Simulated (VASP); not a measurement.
# Si (I4_1/amd) in VASP: a series of runs

Runs on Si. Level: PBE. Tasks: single point.

Everything below comes from runs of VASP 6.6.1. Logs are shortened: lines on timing, memory, paths and dates and some standing lists are left out, and cuts for length are marked.

### 1 The cell of the first run

It takes space group I4_1/amd (No. 141, tetragonal). The conventional cell has a = 4.743 Å, b = 4.743 Å, c = 2.659 Å, α = 90.00°, β = 90.00°, γ = 90.00°. Si (site symmetry -4m2) has 10 Si at 2.46 to 3.10 Å within 3.3 Å.

### 2 Single point, PBE

Input file INCAR:

```
SYSTEM = Si
PREC = Accurate
ENCUT = 520
EDIFF = 1E-6
ISMEAR = -1
SIGMA = 0.05
LREAL = .False.
LASPH = .True.
NELM = 60
ALGO = Normal
ISIF = 2
LWAVE = .False.
LCHARG = .False.
GGA = PE
NBANDS = 11
```

Input file KPOINTS:

```
Automatic mesh
0
Gamma
  10 10 10
  0 0 0
```

Input file POSCAR:

```
Si
1.0
   -2.3713723000      2.3713723000      1.3292653900
    2.3713723000     -2.3713723000      1.3292653900
    2.3713723000      2.3713723000     -1.3292653900
Si
2
Direct
    0.2500000000      0.7500000000      0.5000000000
    0.5000000000      0.5000000000      0.0000000000
```

Potentials or basis: VASP PAW PBE potentials, release 64 (Si).

The run is started by

```sh
cat potpaw_PBE.64/Si/POTCAR > POTCAR
mpirun -np 1 vasp_std > vasp.out
```

OUTCAR:

```text
SYSTEM = Si
   PREC = Accurate
   ENCUT = 520
   EDIFF = 1E-6
   ISMEAR = -1
   LREAL = .False.
   LASPH = .True.
   NELM = 60
   ISIF = 2
   GGA = PE

 ion  position               nearest neighbor table
   1  0.250  0.750  0.500-   2 2.46   2 2.46   2 2.46   2 2.46   2 3.10   2 3.10   2 3.10   2 3.10

   2  0.500  0.500  0.000-   1 2.46   1 2.46   1 2.46   1 2.46   1 3.10   1 3.10   1 3.10   1 3.10

  LATTYP: Found a body centered tetragonal cell.
 ALAT       =     4.7427446000
 C/A-ratio  =     0.5605468994

  Lattice vectors:

 A1 = (  -2.3713723000,   2.3713723000,   1.3292653900)
 A2 = (   2.3713723000,  -2.3713723000,   1.3292653900)
 A3 = (   2.3713723000,   2.3713723000,  -1.3292653900)

Analysis of symmetry for initial positions (statically):
=====================================================================
 Subroutine PRICEL returns:
 Original cell was already a primitive cell.

 Routine SETGRP: Setting up the symmetry group for a
 body centered tetragonal supercell.

 Subroutine GETGRP returns: Found 16 space group operations
 (whereof  8 operations were pure point group operations)
 out of a pool of 16 trial point group operations.

The static configuration has the point symmetry D_2d.
 The point group associated with its full space group is D_4h.

Analysis of symmetry for dynamics (positions and initial velocities):
=====================================================================
 Subroutine PRICEL returns:
 Original cell was already a primitive cell.

 Routine SETGRP: Setting up the symmetry group for a
 body centered tetragonal supercell.

 Subroutine GETGRP returns: Found 16 space group operations
 (whereof  8 operations were pure point group operations)
 out of a pool of 16 trial point group operations.

The dynamic configuration has the point symmetry D_2d.
 The point group associated with its full space group is D_4h.

 Subroutine INISYM returns: Found 16 space group operations
 (whereof  8 operations are pure point group operations),
 and found     1 'primitive' translations

----------------------------------------------------------------------------------------

                                     Primitive cell

  volume of cell :      29.9000

  direct lattice vectors                    reciprocal lattice vectors
    -2.371372300  2.371372300  1.329265390     0.000000000  0.210848377  0.376147610
     2.371372300 -2.371372300  1.329265390     0.210848377  0.000000000  0.376147610
     2.371372300  2.371372300 -1.329265390     0.210848377  0.210848377  0.000000000

  length of vectors
     3.607458891  3.607458891  3.607458891     0.431212317  0.431212317  0.298184634

  position of ions in fractional coordinates (direct lattice)
     0.250000000  0.750000000  0.500000000
     0.500000000  0.500000000  0.000000000

  ion indices of the primitive-cell ions
   primitive index   ion index
                 1           1
                 2           2

----------------------------------------------------------------------------------------

 KPOINTS: Automatic mesh

Automatic generation of k-mesh.
 Grid dimensions read from file:
 generate k-points for:   10   10   10

 Generating k-lattice:

  Cartesian coordinates                     Fractional coordinates (reciprocal lattice)
     0.000000000  0.021084838  0.037614761     0.100000000  0.000000000  0.000000000
     0.021084838  0.000000000  0.037614761     0.000000000  0.100000000  0.000000000
     0.021084838  0.021084838  0.000000000     0.000000000  0.000000000  0.100000000

  Length of vectors
     0.043121232  0.043121232  0.029818463

  Shift w.r.t. Gamma in fractional coordinates (k-lattice)
     0.000000000  0.000000000  0.000000000

 Subroutine IBZKPT returns following result:
 ===========================================

 Found    102 irreducible k-points:

 Following reciprocal coordinates:
            Coordinates               Weight
  0.000000  0.000000  0.000000      1.000000
  0.100000  0.000000 -0.000000      8.000000
  0.200000  0.000000 -0.000000      8.000000
  0.300000  0.000000  0.000000      8.000000
  0.400000  0.000000  0.000000      8.000000
  0.500000  0.000000 -0.000000      4.000000
[... 16 lines left out ...]
  0.300000  0.300000  0.000000      8.000000
  0.400000  0.300000  0.000000     16.000000
 [... further k-points ...]
   k-points           NKPTS =    102   k-points in BZ     NKDIM =    102   number of bands    NBANDS=     11
   number of dos      NEDOS =    301   number of ions     NIONS =      2
   total plane-waves  NPLWV =  21952
   dimension x,y,z NGX =    28 NGY =   28 NGZ =   28
   dimension x,y,z NGXF=    56 NGYF=   56 NGZF=   56
   ions per type =               2
   NGX,Y,Z   is equivalent  to a cutoff of  12.90, 12.90, 12.90 a.u.
   NGXF,Y,Z  is equivalent  to a cutoff of  25.81, 25.81, 25.81 a.u.
 SYSTEM =  Si
   PREC   = accura    normal or accurate (medium, high low for compatibility)
   ISTART =      0    job   : 0-new  1-cont  2-samecut
   ICHARG =      2    charge: 1-file 2-atom 10-const
   ISPIN  =      1    spin polarized calculation?
   LNONCOLLINEAR =      F non collinear calculations
   LSORBIT =      F    spin-orbit coupling
   LASPH  =      T    aspherical Exc in radial PAW
   ENCUT  =  520.0 eV  38.22 Ry    6.18 a.u.   6.71  6.71  6.71*2*pi/ulx,y,z
   NELM   =     60;   NELMIN=  2; NELMDL= -5     # of ELM steps
   EDIFF  = 0.1E-05   stopping-criterion for ELM
   LREAL  =      F    real-space projection
   EDIFFG = 0.1E-04   stopping-criterion for IOM
   NSW    =      0    number of steps for IOM
   IBRION =     -1    ionic relax: 0-MD 1-quasi-New 2-CG
   NFREE  =      0    steps in history (QN), initial steepest desc. (CG)
   ISIF   =      2    stress and relaxation
   ISYM   =      2    0-nonsym 1-usesym 2-fastsym
   POTIM  = 0.5000    time-step for ionic-motion
   TEBEG  =    0.0;   TEEND  =   0.0 temperature during run
   PSTRESS=    0.0 pullay stress
   NELECT =       8.0000    total number of electrons
   NUPDOWN=      -1.0000    fix difference up-down
   EMIN   =  10.00;   EMAX   =-10.00  energy-range for DOS
   EFERMI =   0.00;   METHOD = LEGACY
   ISMEAR =    -1;   SIGMA  =   0.05  broadening in eV -4-tet -1-fermi 0-gaus
   EFERMI_NEDOS =   21; number of points for ismear=-14 and -15
   IALGO  =     38    algorithm
   IMIX   =      4    mixing-type and parameters
     AMIX     =   0.40;   BMIX     =  1.00
     AMIX_MAG =   1.60;   BMIX_MAG =  1.00
  volume/ion in A,a.u.               =      14.95       100.89
  Fermi-wavevector in a.u.,A,eV,Ry     =   1.054908  1.993486 15.140973  1.112830
  Thomas-Fermi vector in A             =   2.190086
   LORBIT       =      0    0 simple, 1 ext, 2 COOP (PROOUT), +10 PAW based schemes
   GGA     = PE    functional components
   LHFCALC =     F    Hartree Fock is set to
   AEXX    =    0.0000 exact exchange contribution
   IVDW    =     0    specifies the selected vdW correction
   LEPSILON=     F    determine dielectric tensor
   LRPA    =     F    only Hartree local field effects (RPA)
 non-spin polarized calculation
  energy-cutoff  :      520.00
  volume of cell :       29.90
 maximum number of plane-waves:       818
   NGX = 13   NGY = 13   NGZ = 13

 number of electron       8.0000000 magnetization

 Free energy of the ion-electron system (eV)
  ---------------------------------------------------
  ext. energy  EPLUGINS =         0.00000000
  ---------------------------------------------------
  free energy    TOTEN  =       -10.25522474 eV

  energy without entropy =      -10.24898551  energy(sigma->0) =      -10.25210513

 E-fermi :   9.3895     XC(G=0): -10.9833

 val. band max:        9.3817440939   @ k =  -0.1000  -0.2000   0.1000
 cond. band min:       9.4154205685   @ k =  -0.3000   0.3000   0.2000
 fundamental gap:      0.0336764746
 Fermi energy:         9.3894786285

 k-point     1 :       0.0000    0.0000    0.0000
  band No.  band energies     occupation
      1      -4.5094      2.00000
      2       6.9499      2.00000
      3       6.9499      2.00000
      4       7.6594      2.00000
      5      10.9492      0.00000
      6      16.9159      0.00000
      7      18.5346      0.00000
      8      18.5428      0.00000
      9      18.5428      0.00000
     10      19.6579      0.00000
     11      20.1270      0.00000

 k-point     2 :       0.1000    0.0000   -0.0000
  band No.  band energies     occupation
      1      -4.2418      2.00000
      2       6.2954      2.00000
      3       6.8282      2.00000
      4       8.7613      1.99999
      5      11.5556      0.00000
      6      15.4226      0.00000
      7      15.9992      0.00000
      8      17.7866      0.00000
      9      17.9075      0.00000
     10      19.0535      0.00000
     11      20.9134      0.00000

 k-point     3 :       0.2000    0.0000   -0.0000
  band No.  band energies     occupation
      1      -3.4416      2.00000
      2       5.8445      2.00000
      3       6.7024      2.00000
      4      10.2385      0.00000
      5      12.4702      0.00000
      6      13.0238      0.00000
      7      13.3508      0.00000
      8      15.8303      0.00000
      9      16.1884      0.00000
     10      17.5467      0.00000
     11      20.7987      0.00000
[... 267 lines left out ...]
 k-point    23 :       0.3000    0.3000    0.0000
  band No.  band energies     occupation
      1       2.1299      2.00000
      2       2.3084      2.00000
      3       4.0368      2.00000
      4       8.0073      2.00000
      5       9.5471      0.08201
      6      10.7378      0.00000
      7      15.5696      0.00000
      8      16.2694      0.00000
      9      19.0048      0.00000
     10      19.7058      0.00000
     11      21.9152      0.00000

 k-point    24 :       0.4000    0.3000    0.0000
  band No.  band energies     occupation
      1       0.1256      2.00000
      2       1.3512      2.00000
      3       6.7258      2.00000
      4       8.4253      2.00000
      5       9.5651      0.05788
      6      11.4729      0.00000
      7      15.7595      0.00000
      8      16.9986      0.00000
      9      18.2206      0.00000
     10      20.7969      0.00000
     11      21.8759      0.00000

 [... further k-points ...]

------------------------ aborting loop because EDIFF is reached ----------------------------------------

  FORCE on cell =-STRESS in cart. coord.  units (eV):
  Direction    XX          YY          ZZ          XY          YZ          ZX
  --------------------------------------------------------------------------------------
  -------------------------------------------------------------------------------------
  Total        0.6330006      0.6330006      0.6016035      0.0000000      0.0000000      0.0000000
  in kB       33.9190375     33.9190375     32.2366401      0.0000000      0.0000000      0.0000000
  external PRESSURE =      33.3582384 kB  Pullay stress =       0.0000000 kB

 VOLUME and BASIS-vectors are now :
 -----------------------------------------------------------------------------
  energy-cutoff  :      520.00
  volume of cell :       29.90
      direct lattice vectors                 reciprocal lattice vectors
    -2.371372300  2.371372300  1.329265390     0.000000000  0.210848377  0.376147610
     2.371372300 -2.371372300  1.329265390     0.210848377  0.000000000  0.376147610
     2.371372300  2.371372300 -1.329265390     0.210848377  0.210848377  0.000000000

 POSITION                                       TOTAL-FORCE (eV/Angst)
 -----------------------------------------------------------------------------------
      2.37137      0.00000      0.66463        -0.000000      0.000000      0.000000
      0.00000      0.00000      1.32927         0.000000     -0.000000     -0.000000
 -----------------------------------------------------------------------------------
    total drift:                                0.000000      0.000000      0.000000

  FREE ENERGIE OF THE ION-ELECTRON SYSTEM (eV)
  ---------------------------------------------------
  free  energy   TOTEN  =       -10.2552247438 eV

  energy  without entropy=      -10.2489855073  energy(sigma->0) =      -10.25210513
```

Run time: 30 s. Hardware: 1 thread of Intel Xeon 6975P-C, shared host; peak memory 0.16 GiB.

What came out:

```
Free energy            : -10.2552 eV
Pressure               : 3.3 GPa
Band gap on the k mesh : zero (band 4 reaches 11.32 eV, above the bottom of band 5 at 5.51 eV)
```

Levels at points of the mesh, in eV from the Fermi level:
```
           k point  band 1  band 2  band 3  band 4  band 5  band 6  band 7  band 8
(0.00, 0.00, 0.00)  -13.90   -2.44   -2.44   -1.73    1.56    7.53    9.15    9.15
(0.50, 0.00, 0.00)   -7.75   -6.89   -2.10   -1.83   -1.48    1.05    4.61    5.54
(0.50, 0.50, 0.00)  -10.73  -10.73    0.42    0.42    2.77    2.77    8.16    8.16
(0.50, 0.50, 0.50)   -8.25   -8.25   -6.86   -6.86    5.53    5.53   13.36   13.36
```

### 3 Single point, PBE

Input file INCAR:

```
SYSTEM = Si
ALGO = Normal ; EDIFF = 1E-6
ENCUT = 520 ; GGA = PE
ISIF = 2 ; ISMEAR = -1
LASPH = .TRUE. ; LCHARG = .FALSE.
LREAL = .FALSE. ; LWAVE = .FALSE.
NBANDS = 11 ; NELM = 100
PREC = Accurate ; SIGMA = 0.05
```

Input file KPOINTS:

```
k-points
0
G
  12 12 12
  0 0 0
```

POSCAR is that of step 2.

Potentials or basis: VASP PAW PBE potentials, release 64 (Si).

The run is started by

```sh
cat potpaw_PBE.64/Si/POTCAR > POTCAR
mpirun -np 1 vasp_std > vasp.out
```

OUTCAR:

```text
SYSTEM = Si
   EDIFF = 1E-6
   ENCUT = 520
   GGA = PE
   ISIF = 2
   ISMEAR = -1
   LASPH = .TRUE.
   LREAL = .FALSE.
   NELM = 100
   PREC = Accurate

 ion  position               nearest neighbor table
   1  0.250  0.750  0.500-   2 2.46   2 2.46   2 2.46   2 2.46   2 3.10   2 3.10   2 3.10   2 3.10

   2  0.500  0.500  0.000-   1 2.46   1 2.46   1 2.46   1 2.46   1 3.10   1 3.10   1 3.10   1 3.10

  LATTYP: Found a body centered tetragonal cell.
 ALAT       =     4.7427446000
 C/A-ratio  =     0.5605468994

  Lattice vectors:

 A1 = (  -2.3713723000,   2.3713723000,   1.3292653900)
 A2 = (   2.3713723000,  -2.3713723000,   1.3292653900)
 A3 = (   2.3713723000,   2.3713723000,  -1.3292653900)

Analysis of symmetry for initial positions (statically):
=====================================================================
 Subroutine PRICEL returns:
 Original cell was already a primitive cell.

 Routine SETGRP: Setting up the symmetry group for a
 body centered tetragonal supercell.

 Subroutine GETGRP returns: Found 16 space group operations
 (whereof  8 operations were pure point group operations)
 out of a pool of 16 trial point group operations.

The static configuration has the point symmetry D_2d.
 The point group associated with its full space group is D_4h.

Analysis of symmetry for dynamics (positions and initial velocities):
=====================================================================
 Subroutine PRICEL returns:
 Original cell was already a primitive cell.

 Routine SETGRP: Setting up the symmetry group for a
 body centered tetragonal supercell.

 Subroutine GETGRP returns: Found 16 space group operations
 (whereof  8 operations were pure point group operations)
 out of a pool of 16 trial point group operations.

The dynamic configuration has the point symmetry D_2d.
 The point group associated with its full space group is D_4h.

 Subroutine INISYM returns: Found 16 space group operations
 (whereof  8 operations are pure point group operations),
 and found     1 'primitive' translations

[... 122 lines left out ...]
   IVDW    =     0    specifies the selected vdW correction
   LEPSILON=     F    determine dielectric tensor
   LRPA    =     F    only Hartree local field effects (RPA)
 non-spin polarized calculation
  energy-cutoff  :      520.00
  volume of cell :       29.90
 maximum number of plane-waves:       818
   NGX = 13   NGY = 13   NGZ = 13

 number of electron       8.0000000 magnetization

 Free energy of the ion-electron system (eV)
  ---------------------------------------------------
  ext. energy  EPLUGINS =         0.00000000
  ---------------------------------------------------
  free energy    TOTEN  =       -10.25707720 eV

  energy without entropy =      -10.25094714  energy(sigma->0) =      -10.25401217

 E-fermi :   9.4546     XC(G=0): -10.9830

 val. band max:        9.4462280514   @ k =  -0.0833   0.0833   0.0833
 cond. band min:       9.4938618127   @ k =  -0.3333   0.5000   0.3333
 fundamental gap:      0.0476337613
 Fermi energy:         9.4545763819

 k-point     1 :       0.0000    0.0000    0.0000
  band No.  band energies     occupation
      1      -4.5090      2.00000
      2       6.9512      2.00000
      3       6.9512      2.00000
      4       7.6576      2.00000
      5      10.9507      0.00000
      6      16.9174      0.00000
      7      18.5341      0.00000
      8      18.5443      0.00000
      9      18.5443      0.00000
     10      19.6563      0.00000
     11      20.1266      0.00000
[... 309 lines left out ...]
 k-point    24 :      -0.4167    0.1667    0.0000
  band No.  band energies     occupation
      1      -1.9680      2.00000
      2       3.1345      2.00000
      3       7.1283      2.00000
      4       8.8626      1.99999
      5      11.2586      0.00000
      6      13.1650      0.00000
      7      13.6071      0.00000
      8      16.1249      0.00000
      9      17.7495      0.00000
     10      19.0393      0.00000
     11      20.2167      0.00000

 [... further k-points ...]

------------------------ aborting loop because EDIFF is reached ----------------------------------------

  FORCE on cell =-STRESS in cart. coord.  units (eV):
  Direction    XX          YY          ZZ          XY          YZ          ZX
  --------------------------------------------------------------------------------------
  -------------------------------------------------------------------------------------
  Total        0.8650369      0.8650369      0.1103179      0.0000000     -0.0000000      0.0000000
  in kB       46.3525931     46.3525931      5.9113314      0.0000000     -0.0000000      0.0000000
  external PRESSURE =      32.8721725 kB  Pullay stress =       0.0000000 kB

 VOLUME and BASIS-vectors are now :
 -----------------------------------------------------------------------------
  energy-cutoff  :      520.00
  volume of cell :       29.90
      direct lattice vectors                 reciprocal lattice vectors
    -2.371372300  2.371372300  1.329265390     0.000000000  0.210848377  0.376147610
     2.371372300 -2.371372300  1.329265390     0.210848377  0.000000000  0.376147610
     2.371372300  2.371372300 -1.329265390     0.210848377  0.210848377  0.000000000

 POSITION                                       TOTAL-FORCE (eV/Angst)
 -----------------------------------------------------------------------------------
      2.37137      0.00000      0.66463        -0.000000      0.000000      0.000000
      0.00000      0.00000      1.32927         0.000000     -0.000000     -0.000000
 -----------------------------------------------------------------------------------
    total drift:                                0.000000      0.000000      0.000000

  FREE ENERGIE OF THE ION-ELECTRON SYSTEM (eV)
  ---------------------------------------------------
  free  energy   TOTEN  =       -10.2570772034 eV

  energy  without entropy=      -10.2509471360  energy(sigma->0) =      -10.25401217
```

OSZICAR:

```text
N       E                     dE             d eps       ncg     rms          rms(c)
DAV:   1     0.472436160694E+01    0.47244E+01   -0.34131E+03  3586   0.610E+02
DAV:   2    -0.988213068208E+01   -0.14606E+02   -0.14072E+02  4692   0.814E+01
DAV:   3    -0.102722416529E+02   -0.39011E+00   -0.38806E+00  4732   0.110E+01
DAV:   4    -0.102737520293E+02   -0.15104E-02   -0.15102E-02  4314   0.862E-01
DAV:   5    -0.102737590244E+02   -0.69952E-05   -0.69955E-05  4557   0.527E-02    0.424E+00
DAV:   6    -0.102636055187E+02    0.10154E-01   -0.40971E-03  4183   0.327E-01    0.246E+00
DAV:   7    -0.102570862009E+02    0.65193E-02   -0.95473E-03  3993   0.531E-01    0.217E-01
DAV:   8    -0.102570901872E+02   -0.39863E-05   -0.66615E-04  4255   0.149E-01    0.645E-02
DAV:   9    -0.102570775643E+02    0.12623E-04   -0.28752E-05  4440   0.295E-02    0.274E-02
DAV:  10    -0.102570772034E+02    0.36083E-06   -0.23462E-06  4038   0.972E-03
   1 F= -.10257077E+02 E0= -.10254012E+02  d E =-.613007E-02
```

stdout:

```text
POSCAR found type information on POSCAR Si
 POSCAR found :  1 types and       2 ions
 scaLAPACK will be used
 LDA part: xc-table for (Slater+PW92), standard interpolation
 POSCAR, INCAR and KPOINTS ok, starting setup
 FFT: planning ... GRIDC
 FFT: planning ... GRID_SOFT
 FFT: planning ... GRID
 WAVECAR not read
 entering main loop
```

It took 51 s on 1 thread of Intel Xeon 6975P-C, shared host; peak memory 0.18 GiB.

Results:

- Free energy: -10.2571 eV
- Pressure: 3.3 GPa
- Band gap on the k mesh: zero (band 4 reaches 11.75 eV, above the bottom of band 5 at 4.87 eV)

Stress tensor (GPa, compression positive):
```
4.64 0.00 0.00
0.00 4.64 0.00
0.00 0.00 0.59
```
